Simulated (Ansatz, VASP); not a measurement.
# One calculation of VZn7Se8, two programs

INCAR

```
SYSTEM = VZn7Se8
  ALGO = Normal
  EDIFF = 1E-7
  ENCUT = 520
  GGA = PS
  ISIF = 2
  ISMEAR = 0
  ISPIN = 2
  LASPH = .TRUE.
  LCHARG = .FALSE.
  LDAU = .TRUE.
  LDAUJ = 0 0 0
  LDAUL = 2 -1 -1
  LDAUPRINT = 1
  LDAUTYPE = 2
  LDAUU = 5 0 0
  LMAXMIX = 4
  LORBIT = 11
  LREAL = Auto
  LWAVE = .FALSE.
  MAGMOM = 3 0 0 0 0 0 0 0 0 0 0 0 0 0 0 0
  NBANDS = 90
  NELM = 150
  PREC = Accurate
  SIGMA = 0.05
```

The input KPOINTS:

```
k-points
0
G
  3 3 3
  0 0 0
```

File POSCAR:

```
VZn7Se8
1.0
    0.0000000000      5.6676000000      5.6676000000
    5.6676000000      0.0000000000      5.6676000000
    5.6676000000      5.6676000000      0.0000000000
V Zn Se
1 7 8
Direct
    0.0000000000      1.0000000000      0.0000000000
    0.9992715414      0.9992715414      0.5007284586
    0.9992715414      0.5007284586      0.9992715414
    0.9992715414      0.5007284586      0.5007284586
    0.5007284586      0.9992715414      0.9992715414
    0.5007284586      0.9992715414      0.5007284586
    0.5007284586      0.5007284586      0.9992715414
    0.5000000000      0.5000000000      0.5000000000
    0.1269952428      0.1269952428      0.1269952428
    0.1269952428      0.1269952428      0.6190142715
    0.1269952428      0.6190142715      0.1269952428
    0.1253580918      0.6248806361      0.6248806361
    0.6190142715      0.1269952428      0.1269952428
    0.6248806361      0.1253580918      0.6248806361
    0.6248806361      0.6248806361      0.1253580918
    0.6248806361      0.6248806361      0.6248806361
```

Input for Ansatz:

```yaml
crystal:
  lattice:
    - [0.0, 5.6676, 5.6676]
    - [5.6676, 0.0, 5.6676]
    - [5.6676, 5.6676, 0.0]
  atoms:
    - { symbol: V, position: [0.0, 1.0, 0.0], spin: 3.0 }
    - { symbol: Zn, position: [0.9992715414, 0.9992715414, 0.5007284586] }
    - { symbol: Zn, position: [0.9992715414, 0.5007284586, 0.9992715414] }
    - { symbol: Zn, position: [0.9992715414, 0.5007284586, 0.5007284586] }
    - { symbol: Zn, position: [0.5007284586, 0.9992715414, 0.9992715414] }
    - { symbol: Zn, position: [0.5007284586, 0.9992715414, 0.5007284586] }
    - { symbol: Zn, position: [0.5007284586, 0.5007284586, 0.9992715414] }
    - { symbol: Zn, position: [0.5, 0.5, 0.5] }
    - { symbol: Se, position: [0.1269952428, 0.1269952428, 0.1269952428] }
    - { symbol: Se, position: [0.1269952428, 0.1269952428, 0.6190142715] }
    - { symbol: Se, position: [0.1269952428, 0.6190142715, 0.1269952428] }
    - { symbol: Se, position: [0.1253580918, 0.6248806361, 0.6248806361] }
    - { symbol: Se, position: [0.6190142715, 0.1269952428, 0.1269952428] }
    - { symbol: Se, position: [0.6248806361, 0.1253580918, 0.6248806361] }
    - { symbol: Se, position: [0.6248806361, 0.6248806361, 0.1253580918] }
    - { symbol: Se, position: [0.6248806361, 0.6248806361, 0.6248806361] }
basis:
  ecutwfc: 420
  ecutrho_ratio: 4
kpoints:
  mp_grid: { grid: [3, 3, 3] }
hamiltonian:
  xc: pbesol
  hubbard: { sites: [{ site: 0, l: d, u_eff: 5.0 }] }
scf:
  occupations: { method: gaussian, width: 0.05 }
  lower_state_search: "off"
  max_iter: 150
output:
  forces: true
  stress: true
  eigenvalues: true
  populations: true
  hubbard: { sites: [{ site: 0, l: d }] }
magnetization:
  spin_polarized: true
```

Alike in both runs: task single point; functional PBEsol; k mesh 3 × 3 × 3; occupations gaussian, width 0.05 eV; collinear spin; Hubbard terms V d U = 5.0 eV.

```csv
,VASP,Ansatz
version,VASP 6.6.1,Ansatz 0.2.0
potentials or method,"VASP PAW PBE potentials, release 64 (V_sv, Zn, Se), cutoff 520 eV","scalar-relativistic, plane waves, PAW"
valence electrons in the cell,145,225
```

|  | VASP | Ansatz | Ansatz less VASP |
| --- | --- | --- | --- |
| pressure (GPa) | 0.5 | 0.2 | -0.34 |
| rms of the force components (eV/Å) | 0.054 | 0.061 | +0.0075 |
| net moment per atom (μB) | 0.18 | 0.18 | +0.001 |
| size of the moment on the site where the two differ most (μB) | 2.65 | 2.53 | -0.119 |

VASP's potentials were made for PBE, not for PBEsol. Site moments also hang on the region over which each program counts them. The programs project onto different local orbitals, so the same U acts differently, and such runs can settle in different states. Atom by atom the forces differ by 0.011 eV/Å (rms over components). VASP's potentials hold 145 valence electrons a cell and Ansatz's 225, so a difference there can come from the potentials and not from the codes. Ansatz's warnings: filled band counts differ across k points.
